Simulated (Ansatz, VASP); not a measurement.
**Two plane-wave programs on CdCo2**

The input INCAR:

```
ALGO = Normal ; EDIFF = 1E-7
ENCUT = 520 ; GGA = PE
ISIF = 2 ; ISMEAR = 0
ISPIN = 2 ; LASPH = T
LCHARG = F ; LMAXMIX = 4
LORBIT = 11 ; LREAL = F
LWAVE = F ; MAGMOM = 0 0 3 3 3 3
NBANDS = 43 ; NELM = 150
PREC = Accurate ; SIGMA = 0.1
```

File KPOINTS:

```
k-points
0
Gamma
  4 4 4
```

Contents of POSCAR:

```
CdCo2
1.0
    0.0000000000      3.5384218881      3.5384218881
    3.5384218881      0.0000000000      3.5384218881
    3.5384218881      3.5384218881      0.0000000000
Cd Co
2 4
Direct
    0.0000000000      0.0000000000      0.0000000000
    0.2500000000      0.2500000000      0.2500000000
    0.6250000000      0.6250000000      0.6250000000
    0.1250000000      0.6250000000      0.6250000000
    0.6250000000      0.6250000000      0.1250000000
    0.6250000000      0.1250000000      0.6250000000
```

Input for Ansatz:

```yaml
crystal:
  lattice:
    - [0.0, 3.5384218881, 3.5384218881]
    - [3.5384218881, 0.0, 3.5384218881]
    - [3.5384218881, 3.5384218881, 0.0]
  atoms:
    - { symbol: Cd, position: [0.0, 0.0, 0.0] }
    - { symbol: Cd, position: [0.25, 0.25, 0.25] }
    - { symbol: Co, position: [0.625, 0.625, 0.625], spin: 3.0 }
    - { symbol: Co, position: [0.125, 0.625, 0.625], spin: 3.0 }
    - { symbol: Co, position: [0.625, 0.625, 0.125], spin: 3.0 }
    - { symbol: Co, position: [0.625, 0.125, 0.625], spin: 3.0 }
basis:
  ecutwfc: 420
kpoints:
  mp_grid: { grid: [4, 4, 4] }
hamiltonian:
  xc: pbe
scf:
  occupations: { method: gaussian, width: 0.1 }
  lower_state_search: "off"
output:
  forces: true
  stress: true
  eigenvalues: true
  populations: true
magnetization:
  spin_polarized: true
```

Alike in both runs: task single point; functional PBE; k mesh 4 × 4 × 4; occupations gaussian, width 0.1 eV; collinear spin.

|  | VASP | Ansatz |
| --- | --- | --- |
| version | VASP 6.6.1 | Ansatz 0.2.0 |
| potentials or method | VASP PAW PBE potentials, release 64 (Cd, Co), cutoff 520 eV | scalar-relativistic, plane waves, PAW |
| valence electrons in the cell | 60 | 108 |

|  | VASP | Ansatz | Ansatz less VASP |
| --- | --- | --- | --- |
| gap on the k mesh at the Fermi level (eV) | none | none | - |
| pressure (GPa) | -7.5 | -7.7 | -0.21 |
| net moment per atom (μB) | 0.91 | 0.92 | +0.003 |
| size of the moment on the site where the two differ most (μB) | 1.48 | 1.52 | +0.037 |

Site moments also hang on the region over which each program counts them. A gap of «none» marks a metal or a gap that the smearing closes. VASP's potentials hold 60 valence electrons a cell and Ansatz's 108, so a difference there can come from the potentials and not from the codes.

The k mesh is coarse, so the values compare programs but aren't converged.
